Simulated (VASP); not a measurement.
# KCl (P6_3/mmc) in VASP: notebook

The runs below take KCl through single point, relaxation of cell and atoms, with LDA, PBEsol, PBE, r2SCAN.

Program: VASP 6.6.1. These are calculated values, not measurements. Logs are shortened: lines on timing, memory, paths and dates and some standing lists are left out, and cuts for length are marked.

**1. The cell of the first run**

The structure is hexagonal, space group P6_3/mmc (No. 194). Conventional cell: a = 5.164 Å, b = 5.164 Å, c = 6.027 Å, α = 90.00°, β = 90.00°, γ = 120.00°. Within 3.9 Å of K (site symmetry -6m2) lie 5 Cl at 2.98 to 3.01 Å. Within 3.9 Å of Cl (site symmetry -6m2) lie 5 K at 2.98 to 3.01 Å.

**2. Single point, LDA**

File INCAR:

```
PREC = Accurate
ENCUT = 520
EDIFF = 1E-7
ISMEAR = -1
SIGMA = 0.02
LREAL = False
LASPH = True
NELM = 60
ALGO = Normal
ISIF = 2
LWAVE = False
LCHARG = False
GGA = CA
NBANDS = 24
```

File KPOINTS:

```
regular mesh
0
Gamma
  6 6 4
```

File POSCAR:

```
KCl
1.0
    5.1638935456      0.0000000000      0.0000000000
   -2.5819467728      4.4720629929      0.0000000000
    0.0000000000      0.0000000000      6.0272995589
K Cl
2 2
Direct
    0.3333333333      0.6666666667     -0.0625000000
    0.6666666667      0.3333333333      0.4375000000
    0.3333333333      0.6666666667      0.4375000000
    0.6666666667      0.3333333333      0.9375000000
```

Potentials or basis: VASP PAW LDA potentials, release 64 (K_sv, Cl).

Launch:

```
$ cat potpaw_LDA.64/K_sv/POTCAR potpaw_LDA.64/Cl/POTCAR > POTCAR
$ mpirun -np 1 vasp_std > vasp.out
```

OUTCAR:

```text
PREC = Accurate
   ENCUT = 520
   EDIFF = 1E-7
   ISMEAR = -1
   LREAL = False
   LASPH = True
   NELM = 60
   ISIF = 2
   GGA = CA

 ion  position               nearest neighbor table
   1  0.333  0.667  0.938-   4 2.98   4 2.98   4 2.98   3 3.01   3 3.01
   2  0.667  0.333  0.438-   3 2.98   3 2.98   3 2.98   4 3.01   4 3.01
   3  0.333  0.667  0.438-   2 2.98   2 2.98   2 2.98   1 3.01   1 3.01
   4  0.667  0.333  0.938-   1 2.98   1 2.98   1 2.98   2 3.01   2 3.01

  LATTYP: Found a hexagonal cell.
 ALAT       =     5.1638935456
 C/A-ratio  =     1.1672005834

  Lattice vectors:

 A1 = (   5.1638935456,   0.0000000000,   0.0000000000)
 A2 = (  -2.5819467728,   4.4720629929,   0.0000000000)
 A3 = (   0.0000000000,   0.0000000000,   6.0272995589)

Analysis of symmetry for initial positions (statically):
=====================================================================
 Subroutine PRICEL returns:
 Original cell was already a primitive cell.

 Routine SETGRP: Setting up the symmetry group for a
 hexagonal supercell.

 Subroutine GETGRP returns: Found 24 space group operations
 (whereof  6 operations were pure point group operations)
 out of a pool of 24 trial point group operations.

The static configuration has the point symmetry C_3v.
 The point group associated with its full space group is D_6h.

Analysis of symmetry for dynamics (positions and initial velocities):
=====================================================================
 Subroutine PRICEL returns:
 Original cell was already a primitive cell.

 Routine SETGRP: Setting up the symmetry group for a
 hexagonal supercell.

 Subroutine GETGRP returns: Found 24 space group operations
 (whereof  6 operations were pure point group operations)
 out of a pool of 24 trial point group operations.

The dynamic configuration has the point symmetry C_3v.
 The point group associated with its full space group is D_6h.

 Subroutine INISYM returns: Found 24 space group operations
 (whereof  6 operations are pure point group operations),
 and found     1 'primitive' translations

----------------------------------------------------------------------------------------

                                     Primitive cell

  volume of cell :     139.1900

  direct lattice vectors                    reciprocal lattice vectors
     5.163893546  0.000000000  0.000000000     0.193652327  0.111805223  0.000000000
    -2.581946773  4.472062993  0.000000000     0.000000000  0.223610446  0.000000000
     0.000000000  0.000000000  6.027299559     0.000000000  0.000000000  0.165911780

  length of vectors
     5.163893546  5.163893546  6.027299559     0.223610446  0.223610446  0.165911780

  position of ions in fractional coordinates (direct lattice)
     0.333333333  0.666666667  0.937500000
     0.666666667  0.333333333  0.437500000
     0.333333333  0.666666667  0.437500000
     0.666666667  0.333333333  0.937500000

  ion indices of the primitive-cell ions
   primitive index   ion index
                 1           1
                 2           2
                 3           3
                 4           4

----------------------------------------------------------------------------------------

 KPOINTS: regular mesh

Automatic generation of k-mesh.
 Grid dimensions read from file:
 generate k-points for:    6    6    4

 Generating k-lattice:

  Cartesian coordinates                     Fractional coordinates (reciprocal lattice)
     0.032275388  0.018634204  0.000000000     0.166666667  0.000000000  0.000000000
     0.000000000  0.037268408  0.000000000     0.000000000  0.166666667  0.000000000
     0.000000000  0.000000000  0.041477945     0.000000000  0.000000000  0.250000000

  Length of vectors
     0.037268408  0.037268408  0.041477945

  Shift w.r.t. Gamma in fractional coordinates (k-lattice)
     0.000000000  0.000000000  0.000000000

 Subroutine IBZKPT returns following result:
 ===========================================

 Found     21 irreducible k-points:

 Following reciprocal coordinates:
            Coordinates               Weight
  0.000000  0.000000  0.000000      1.000000
  0.166667  0.000000  0.000000      6.000000
  0.333333  0.000000  0.000000      6.000000
  0.500000  0.000000  0.000000      3.000000
  0.166667  0.166667  0.000000      6.000000
  0.333333  0.166667  0.000000     12.000000
[... 13 lines left out ...]
  0.333333  0.166667  0.500000     12.000000
  0.333333  0.333333  0.500000      2.000000
   k-points           NKPTS =     21   k-points in BZ     NKDIM =     21   number of bands    NBANDS=     24
   number of dos      NEDOS =    301   number of ions     NIONS =      4
   total plane-waves  NPLWV =  76800
   dimension x,y,z NGX =    40 NGY =   40 NGZ =   48
   dimension x,y,z NGXF=    80 NGYF=   80 NGZF=   96
   ions per type =               2   2
   NGX,Y,Z   is equivalent  to a cutoff of  12.88, 12.88, 13.24 a.u.
   NGXF,Y,Z  is equivalent  to a cutoff of  25.76, 25.76, 26.48 a.u.
 SYSTEM =  unknown system
   PREC   = accura    normal or accurate (medium, high low for compatibility)
   ISTART =      0    job   : 0-new  1-cont  2-samecut
   ICHARG =      2    charge: 1-file 2-atom 10-const
   ISPIN  =      1    spin polarized calculation?
   LNONCOLLINEAR =      F non collinear calculations
   LSORBIT =      F    spin-orbit coupling
   LASPH  =      T    aspherical Exc in radial PAW
   ENCUT  =  520.0 eV  38.22 Ry    6.18 a.u.   9.60  9.60 11.21*2*pi/ulx,y,z
   NELM   =     60;   NELMIN=  2; NELMDL= -5     # of ELM steps
   EDIFF  = 0.1E-06   stopping-criterion for ELM
   LREAL  =      F    real-space projection
   EDIFFG = 0.1E-05   stopping-criterion for IOM
   NSW    =      0    number of steps for IOM
   IBRION =     -1    ionic relax: 0-MD 1-quasi-New 2-CG
   NFREE  =      0    steps in history (QN), initial steepest desc. (CG)
   ISIF   =      2    stress and relaxation
   ISYM   =      2    0-nonsym 1-usesym 2-fastsym
   POTIM  = 0.5000    time-step for ionic-motion
   TEBEG  =    0.0;   TEEND  =   0.0 temperature during run
   PSTRESS=    0.0 pullay stress
   NELECT =      32.0000    total number of electrons
   NUPDOWN=      -1.0000    fix difference up-down
   EMIN   =  10.00;   EMAX   =-10.00  energy-range for DOS
   EFERMI =   0.00;   METHOD = LEGACY
   ISMEAR =    -1;   SIGMA  =   0.02  broadening in eV -4-tet -1-fermi 0-gaus
   EFERMI_NEDOS =   21; number of points for ismear=-14 and -15
   IALGO  =     38    algorithm
   IMIX   =      4    mixing-type and parameters
     AMIX     =   0.40;   BMIX     =  1.00
     AMIX_MAG =   1.60;   BMIX_MAG =  1.00
  volume/ion in A,a.u.               =      34.80       234.83
  Fermi-wavevector in a.u.,A,eV,Ry     =   1.002895  1.895197 13.684720  1.005799
  Thomas-Fermi vector in A             =   2.135412
   LORBIT       =      0    0 simple, 1 ext, 2 COOP (PROOUT), +10 PAW based schemes
   GGA     = CA    functional components
   LHFCALC =     F    Hartree Fock is set to
   AEXX    =    0.0000 exact exchange contribution
   IVDW    =     0    specifies the selected vdW correction
   LEPSILON=     F    determine dielectric tensor
   LRPA    =     F    only Hartree local field effects (RPA)
 non-spin polarized calculation
  energy-cutoff  :      520.00
  volume of cell :      139.19
 maximum number of plane-waves:      3790
 NGX is ok and might be reduce to    40
   NGX = 19   NGY = 19   NGZ = 23

 number of electron      31.9999998 magnetization

 Free energy of the ion-electron system (eV)
  ---------------------------------------------------
  ext. energy  EPLUGINS =         0.00000000
  ---------------------------------------------------
  free energy    TOTEN  =       -14.50400282 eV

  energy without entropy =      -14.50400282  energy(sigma->0) =      -14.50400282

 E-fermi :  -2.0253     XC(G=0):  -7.4372

 val. band max:       -2.5092220634   @ k =   0.0000   0.0000   0.0000
 cond. band min:       2.0931477809   @ k =   0.0000   0.0000   0.0000
 fundamental gap:      4.6023698442
 Fermi energy:        -2.0253084817

 k-point     1 :       0.0000    0.0000    0.0000
  band No.  band energies     occupation
      1     -29.2706      2.00000
      2     -29.2473      2.00000
      3     -14.5991      2.00000
      4     -14.4865      2.00000
      5     -13.1720      2.00000
      6     -13.0893      2.00000
[... 16 lines left out ...]
     23       6.5782      0.00000
     24       7.0394      0.00000

 k-point     2 :       0.1667    0.0000    0.0000
  band No.  band energies     occupation
      1     -29.2687      2.00000
      2     -29.2482      2.00000
      3     -14.6407      2.00000
      4     -14.5479      2.00000
      5     -13.1592      2.00000
      6     -13.0967      2.00000
[... 16 lines left out ...]
     23       6.5920      0.00000
     24       6.7002      0.00000

 k-point     3 :       0.3333    0.0000    0.0000
  band No.  band energies     occupation
      1     -29.2643      2.00000
      2     -29.2508      2.00000
      3     -14.7128      2.00000
      4     -14.6596      2.00000
      5     -13.1267      2.00000
      6     -13.1106      2.00000
[... 16 lines left out ...]
     23       6.8256      0.00000
     24       6.8830      0.00000

 k-point     4 :       0.5000    0.0000    0.0000
  band No.  band energies     occupation
      1     -29.2609      2.00000
      2     -29.2532      2.00000
      3     -14.7407      2.00000
      4     -14.7150      2.00000
      5     -13.1172      2.00000
      6     -13.1011      2.00000
[... 16 lines left out ...]
     23       6.6421      0.00000
     24       7.1546      0.00000

 k-point     5 :       0.1667    0.1667    0.0000
  band No.  band energies     occupation
      1     -29.2655      2.00000
      2     -29.2500      2.00000
      3     -14.6962      2.00000
      4     -14.6321      2.00000
      5     -13.1361      2.00000
      6     -13.1113      2.00000
[... 16 lines left out ...]
     23       6.7783      0.00000
     24       6.9769      0.00000

 k-point     6 :       0.3333    0.1667    0.0000
  band No.  band energies     occupation
      1     -29.2609      2.00000
      2     -29.2532      2.00000
      3     -14.7414      2.00000
      4     -14.7130      2.00000
      5     -13.1276      2.00000
      6     -13.1012      2.00000
[... 16 lines left out ...]
     23       6.7267      0.00000
     24       7.0129      0.00000
[... 298 lines left out ...]
 k-point    18 :       0.5000    0.0000    0.5000
  band No.  band energies     occupation
      1     -29.2567      2.00000
      2     -29.2567      2.00000
      3     -14.8602      2.00000
      4     -14.8602      2.00000
      5     -13.0646      2.00000
      6     -13.0646      2.00000
[... 16 lines left out ...]
     23       6.8246      0.00000
     24       6.8246      0.00000

 k-point    19 :       0.1667    0.1667    0.5000
  band No.  band energies     occupation
      1     -29.2575      2.00000
      2     -29.2575      2.00000
      3     -14.8051      2.00000
      4     -14.8051      2.00000
      5     -13.0621      2.00000
      6     -13.0621      2.00000
[... 16 lines left out ...]
     23       6.9318      0.00000
     24       6.9318      0.00000

 k-point    20 :       0.3333    0.1667    0.5000
  band No.  band energies     occupation
      1     -29.2567      2.00000
      2     -29.2567      2.00000
      3     -14.8597      2.00000
      4     -14.8597      2.00000
      5     -13.0719      2.00000
      6     -13.0719      2.00000
[... 16 lines left out ...]
     23       6.7530      0.00000
     24       6.7530      0.00000

 k-point    21 :       0.3333    0.3333    0.5000
  band No.  band energies     occupation
      1     -29.2565      2.00000
      2     -29.2565      2.00000
      3     -14.8766      2.00000
      4     -14.8766      2.00000
      5     -13.0804      2.00000
      6     -13.0804      2.00000
[... 16 lines left out ...]
     23       6.8330      0.00000
     24       6.8330      0.00000

------------------------ aborting loop because EDIFF is reached ----------------------------------------

  FORCE on cell =-STRESS in cart. coord.  units (eV):
  Direction    XX          YY          ZZ          XY          YZ          ZX
  --------------------------------------------------------------------------------------
  -------------------------------------------------------------------------------------
  Total        0.0547197      0.0547197      0.0710854     -0.0000000      0.0000000     -0.0000000
  in kB        0.6298631      0.6298631      0.8182441     -0.0000000      0.0000000     -0.0000000
  external PRESSURE =       0.6926568 kB  Pullay stress =       0.0000000 kB

 VOLUME and BASIS-vectors are now :
 -----------------------------------------------------------------------------
  energy-cutoff  :      520.00
  volume of cell :      139.19
      direct lattice vectors                 reciprocal lattice vectors
     5.163893546  0.000000000  0.000000000     0.193652327  0.111805223  0.000000000
    -2.581946773  4.472062993  0.000000000     0.000000000  0.223610446  0.000000000
     0.000000000  0.000000000  6.027299559     0.000000000  0.000000000  0.165911780

 POSITION                                       TOTAL-FORCE (eV/Angst)
 -----------------------------------------------------------------------------------
     -0.00000      2.98138      5.65059        -0.000000     -0.000000     -0.000000
      2.58195      1.49069      2.63694         0.000000      0.000000     -0.000000
     -0.00000      2.98138      2.63694        -0.000000     -0.000000      0.000000
      2.58195      1.49069      5.65059         0.000000     -0.000000     -0.000000
 -----------------------------------------------------------------------------------
    total drift:                               -0.000000      0.000000      0.000000

  FREE ENERGIE OF THE ION-ELECTRON SYSTEM (eV)
  ---------------------------------------------------
  free  energy   TOTEN  =       -14.5040028230 eV

  energy  without entropy=      -14.5040028230  energy(sigma->0) =      -14.50400282
```

Run time: 71 s. Hardware: 1 thread of Oxide Virtual Turin-like, shared host; peak memory 0.2 GiB.

Results:

* Free energy: -14.5040 eV
* Pressure: 0.1 GPa
* Band gap on the k mesh: 4.60 eV

Levels at points of the mesh, in eV from the valence-band top:
| k point | band 14 | band 15 | band 16 | band 17 | band 18 | band 19 |
| --- | --- | --- | --- | --- | --- | --- |
| (0.00, 0.00, 0.00) | -0.38 | -0.38 | 0.00 | 4.60 | 7.91 | 7.91 |
| (0.50, 0.00, 0.00) | -0.44 | -0.25 | -0.18 | 6.26 | 7.02 | 7.21 |
| (0.00, 0.00, 0.50) | -0.49 | -0.49 | -0.49 | 5.96 | 5.96 | 9.40 |
| (0.50, 0.00, 0.50) | -0.38 | -0.38 | -0.38 | 6.70 | 6.70 | 8.81 |

Caveat: the structure was generated, so it needn't be the stable form of KCl.

(Part 1 of 3 ends here.)
